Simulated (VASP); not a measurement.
Crystal: Rh.

```xyz
2
Lattice="2.6800 0.0000 0.0000 -1.3400 2.3209 0.0000 0.0000 0.0000 4.3764" Properties=species:S:1:pos:R:3 pbc="T T T"
Rh    0.0000    1.5473    1.0941
Rh    1.3400    0.7736    3.2823
```

This isn't the form of Rh at room conditions, which is fcc.

```yaml
Program: VASP 6.6.1
Task: relaxation of cell and atoms
Functional: LDA
Potentials_or_basis: VASP PAW LDA potentials, release 64 (Rh_pv)
Cutoff: 500 eV
k_mesh: 7 × 7 × 4
Occupations: gaussian, width 0.05 eV
Spin: no spin polarisation
```

At the start: pressure -7.6 GPa; volume 13.61 Å³/atom.

**Question.** How do energy, volume and symmetry change on relaxing?

**Answer.** Over 7 steps the energy falls by 8.4 meV/atom and the volume is 13.27 Å³/atom (-2.5 %); space group P6_3/mmc (No. 194, to 0.1 Å) before and after.

The path:
```csv
step,energy change (eV),largest force (eV/Å),pressure (GPa),volume (Å³)
1,0.0000,0.0000,-7.58,27.22
2,0.1169,0.0000,25.97,24.76
3,-0.0168,0.0000,-0.21,26.55
4,-0.0168,0.0000,0.00,26.53
5,-0.0168,0.0000,0.16,26.52
6,-0.0168,0.0000,-0.35,26.56
7,-0.0168,0.0000,-0.09,26.54
```

Final structure:
```
Rh
1.0
     2.65567    0.00000    0.00000
    -1.32783    2.29988    0.00000
     0.00000    0.00000    4.34591
Rh
2
Direct
  0.33333 0.66667 0.25000
  0.66667 0.33333 0.75000
```

Caveat: the k points lie up to 0.39 Å⁻¹ apart in the final cell, too coarse for converged energies and pressures of a metal.
